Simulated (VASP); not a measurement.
# ZnCu4 (Cu (100), 5 layers) in VASP: single point with PBEsol

Aim: the single point of ZnCu4 (Cu (100), 5 layers) with PBEsol.

Program: VASP 6.6.1. These are calculated values, not measurements. Logs are shortened: lines on timing, memory, paths and dates and some standing lists are left out, and cuts for length are marked.

### 1 The cell of the first run

The cell holds a slab with vacuum, 5 atoms: a = 2.519 Å, b = 2.519 Å, c = 23.126 Å, α = 90.00°, β = 90.00°, γ = 90.00°.

### 2 Single point, PBEsol

The input, INCAR:

```
  ALGO = Normal
  DIPOL = 0.5 0.5 0.500
  EDIFF = 1E-6
  ENCUT = 520
  GGA = PS
  IDIPOL = 3
  ISIF = 2
  ISMEAR = -1
  LASPH = T
  LCHARG = T
  LDIPOL = T
  LELF = T
  LREAL = F
  LVACPOTAV = T
  LVHAR = T
  LWAVE = F
  NBANDS = 36
  NELM = 60
  PREC = Accurate
  SIGMA = 0.05
```

The input, KPOINTS:

```
k-points
0
Gamma
  14 14 1
```

The input, POSCAR:

```
ZnCu4
1.0
    2.5192775978      0.0000000000      0.0000000000
    0.0000000000      2.5192775978      0.0000000000
    0.0000000000      0.0000000000     23.1256000000
Zn Cu
1 4
Direct
    0.0000000000      0.0000000000      0.3480514485
    0.5000000000      0.5000000000      0.4226331525
    0.0000000000      0.0000000000      0.5000000554
    0.5000000000      0.5000000000      0.5773668408
    0.0000000000      0.0000000000      0.6519485028
```

Potentials or basis: VASP PAW PBE potentials, release 64 (Zn, Cu).

The run is started by

```sh
$ cat potpaw_PBE.64/Zn/POTCAR potpaw_PBE.64/Cu/POTCAR > POTCAR
$ mpirun -np 1 vasp_std > vasp.out
```

OUTCAR:

```text
EDIFF = 1E-6
   ENCUT = 520
   GGA = PS
   ISIF = 2
   ISMEAR = -1
   LASPH = T
   LREAL = F
   NELM = 60
   PREC = Accurate

 ion  position               nearest neighbor table
   1  0.000  0.000  0.348-   2 2.48   2 2.48   2 2.48   2 2.48
   2  0.500  0.500  0.423-   1 2.48   1 2.48   1 2.48   1 2.48   3 2.52   3 2.52   3 2.52   3 2.52

   3  0.000  0.000  0.500-   4 2.52   4 2.52   4 2.52   4 2.52   2 2.52   2 2.52   2 2.52   2 2.52

   4  0.500  0.500  0.577-   5 2.48   5 2.48   5 2.48   5 2.48   3 2.52   3 2.52   3 2.52   3 2.52

   5  0.000  0.000  0.652-   4 2.48   4 2.48   4 2.48   4 2.48

  LATTYP: Found a simple tetragonal cell.
 ALAT       =     2.5192775978
 C/A-ratio  =     9.1794568491

  Lattice vectors:

 A1 = (   2.5192775978,   0.0000000000,   0.0000000000)
 A2 = (   0.0000000000,   2.5192775978,   0.0000000000)
 A3 = (   0.0000000000,   0.0000000000,  23.1256000000)

Analysis of symmetry for initial positions (statically):
=====================================================================
 Subroutine PRICEL returns:
 Original cell was already a primitive cell.

 Routine SETGRP: Setting up the symmetry group for a
 simple tetragonal supercell.

 Subroutine GETGRP returns: Found  8 space group operations
 (whereof  8 operations were pure point group operations)
 out of a pool of 16 trial point group operations.

The static configuration has the point symmetry C_4v.

Analysis of symmetry for dynamics (positions and initial velocities):
=====================================================================
 Subroutine PRICEL returns:
 Original cell was already a primitive cell.

 Routine SETGRP: Setting up the symmetry group for a
 simple tetragonal supercell.

 Subroutine GETGRP returns: Found  8 space group operations
 (whereof  8 operations were pure point group operations)
 out of a pool of 16 trial point group operations.

The dynamic configuration has the point symmetry C_4v.

 Subroutine INISYM returns: Found  8 space group operations
 (whereof  8 operations are pure point group operations),
 and found     1 'primitive' translations

----------------------------------------------------------------------------------------

[... 90 lines left out ...]
   ISTART =      0    job   : 0-new  1-cont  2-samecut
   ICHARG =      2    charge: 1-file 2-atom 10-const
   ISPIN  =      1    spin polarized calculation?
   LNONCOLLINEAR =      F non collinear calculations
   LSORBIT =      F    spin-orbit coupling
   LASPH  =      T    aspherical Exc in radial PAW
   ENCUT  =  520.0 eV  38.22 Ry    6.18 a.u.   4.68  4.68 43.00*2*pi/ulx,y,z
   NELM   =     60;   NELMIN=  2; NELMDL= -5     # of ELM steps
   EDIFF  = 0.1E-05   stopping-criterion for ELM
   LREAL  =      F    real-space projection
   EDIFFG = 0.1E-04   stopping-criterion for IOM
   NSW    =      0    number of steps for IOM
   IBRION =     -1    ionic relax: 0-MD 1-quasi-New 2-CG
   NFREE  =      0    steps in history (QN), initial steepest desc. (CG)
   ISIF   =      2    stress and relaxation
   ISYM   =      2    0-nonsym 1-usesym 2-fastsym
   POTIM  = 0.5000    time-step for ionic-motion
   TEBEG  =    0.0;   TEEND  =   0.0 temperature during run
   PSTRESS=    0.0 pullay stress
   NELECT =      56.0000    total number of electrons
   NUPDOWN=      -1.0000    fix difference up-down
   EMIN   =  10.00;   EMAX   =-10.00  energy-range for DOS
[... 5 lines left out ...]
     AMIX     =   0.40;   BMIX     =  1.00
     AMIX_MAG =   1.60;   BMIX_MAG =  1.00
  volume/ion in A,a.u.               =      29.35       198.09
  Fermi-wavevector in a.u.,A,eV,Ry     =   1.187378  2.243820 19.182412  1.409868
  Thomas-Fermi vector in A             =   2.323531
   LORBIT       =      0    0 simple, 1 ext, 2 COOP (PROOUT), +10 PAW based schemes
   GGA     = PS    functional components
   LHFCALC =     F    Hartree Fock is set to
   AEXX    =    0.0000 exact exchange contribution
   IVDW    =     0    specifies the selected vdW correction
   LEPSILON=     F    determine dielectric tensor
   LRPA    =     F    only Hartree local field effects (RPA)
 non-spin polarized calculation
  energy-cutoff  :      520.00
  volume of cell :      146.77
 maximum number of plane-waves:      4003
 NGX is ok and might be reduce to    20
   NGX =  9   NGY =  9   NGZ = 85

 dipolmoment           0.000000      0.000000     -0.000001 electrons x Angstroem

 number of electron      55.9999994 magnetization

 dipolmoment           0.000000      0.000000      0.009167 electrons x Angstroem

 Free energy of the ion-electron system (eV)
  ---------------------------------------------------
  ext. energy  EPLUGINS =         0.00000000
  ---------------------------------------------------
  free energy    TOTEN  =       -17.69323650 eV

  energy without entropy =      -17.67517050  energy(sigma->0) =      -17.68420350

 E-fermi :   0.1286     XC(G=0):  -5.9410

 val. band max:        0.1281801180   @ k =   0.3571   0.0000   0.0000
 cond. band min:       0.1326687365   @ k =   0.4286   0.4286   0.0000
 fundamental gap:      0.0044886185
 Fermi energy:         0.1285961584

 k-point     1 :       0.0000    0.0000    0.0000
  band No.  band energies     occupation
      1      -9.9764      2.00000
      2      -8.7679      2.00000
      3      -8.2804      2.00000
      4      -8.0232      2.00000
      5      -7.1148      2.00000
      6      -7.1148      2.00000
[... 925 lines left out ...]
     35       8.1851      0.00000
     36       8.5931      0.00000

 [... further k-points ...]
[... 5 lines left out ...]
  --------------------------------------------------------------------------------------
  -------------------------------------------------------------------------------------
  Total        0.6877663      0.6877663      1.2889755      0.0000000      0.0000000     -0.0000000
  in kB        7.5076916      7.5076916     14.0705217      0.0000000      0.0000000     -0.0000000
  external PRESSURE =       9.6953016 kB  Pullay stress =       0.0000000 kB

 VOLUME and BASIS-vectors are now :
 -----------------------------------------------------------------------------
  energy-cutoff  :      520.00
  volume of cell :      146.77
      direct lattice vectors                 reciprocal lattice vectors
     2.519277598  0.000000000  0.000000000     0.396939186  0.000000000  0.000000000
     0.000000000  2.519277598  0.000000000     0.000000000  0.396939186  0.000000000
     0.000000000  0.000000000 23.125600000     0.000000000  0.000000000  0.043242121

 POSITION                                       TOTAL-FORCE (eV/Angst)
 -----------------------------------------------------------------------------------
      0.00000      0.00000      8.04890         0.000000     -0.000000     -0.637211
      1.25964      1.25964      9.77365         0.000000      0.000000      0.583578
      0.00000      0.00000     11.56280         0.000000     -0.000000      0.036691
      1.25964      1.25964     13.35195         0.000000     -0.000000     -0.027606
      0.00000      0.00000     15.07670         0.000000     -0.000000      0.044548
 -----------------------------------------------------------------------------------
    total drift:                               -0.000000      0.000000     -0.000547

  FREE ENERGIE OF THE ION-ELECTRON SYSTEM (eV)
  ---------------------------------------------------
  free  energy   TOTEN  =       -17.6932364995 eV

  energy  without entropy=      -17.6751705011  energy(sigma->0) =      -17.68420350

 vacuum level on the upper side and lower side of the slab         4.779         4.517
```

OSZICAR:

```text
N       E                     dE             d eps       ncg     rms          rms(c)
DAV:   1     0.460445475907E+03    0.46045E+03   -0.25590E+04  2592   0.205E+03
DAV:   2     0.245635804452E+02   -0.43588E+03   -0.42242E+03  2592   0.405E+02
DAV:   3    -0.206124955694E+02   -0.45176E+02   -0.43724E+02  2768   0.181E+02
[... 18 lines left out ...]
DAV:  22    -0.176932295390E+02   -0.62210E-05   -0.17938E-06  2012   0.131E-02    0.218E-03
DAV:  23    -0.176932320298E+02   -0.24908E-05   -0.53666E-07  1880   0.112E-02    0.877E-04
DAV:  24    -0.176932345636E+02   -0.25338E-05   -0.25155E-07  1756   0.949E-03    0.379E-04
DAV:  25    -0.176932357566E+02   -0.11929E-05   -0.13878E-07  1780   0.447E-03    0.230E-04
DAV:  26    -0.176932364995E+02   -0.74290E-06   -0.56098E-08  1676   0.357E-03
   1 F= -.17693236E+02 E0= -.17684204E+02  d E =-.180660E-01
```

Wall time 4.9 min (1 thread of Intel Xeon Platinum 8488C (Sapphire Rapids), shared host); peak memory 0.35 GiB.

What came out:

| Quantity | Value |
| --- | --- |
| Free energy | -17.6932 eV |
| Largest force | 0.637 eV/Å |
| Band gap on the k mesh | zero (band 28 reaches 3.32 eV, above the bottom of band 29 at -1.38 eV) |

Forces in eV/Å, atoms in the order of the input:
```
Zn   0.000  0.000 -0.637
Cu   0.000  0.000  0.584
Cu   0.000  0.000  0.037
Cu   0.000  0.000 -0.028
Cu   0.000  0.000  0.045
```

Levels at points of the mesh, in eV from the Fermi level:
```
           k point  band 24  band 25  band 26  band 27  band 28  band 29  band 30  band 31  band 32  band 33
(0.00, 0.00, 0.00)    -2.10    -2.10    -1.85    -1.55    -1.55    -1.49    -0.80     0.86     4.03     4.62
(0.50, 0.00, 0.00)    -1.71    -1.58    -1.48    -1.39    -0.69    -0.29    -0.07     1.32     3.49     4.65
(0.50, 0.50, 0.00)    -1.50    -1.11     1.39     1.39     3.19     3.19     5.58     5.58     5.69     6.48
```

Caveat: the PAW data sets were made with another functional, which shifts forces and pressure a little.
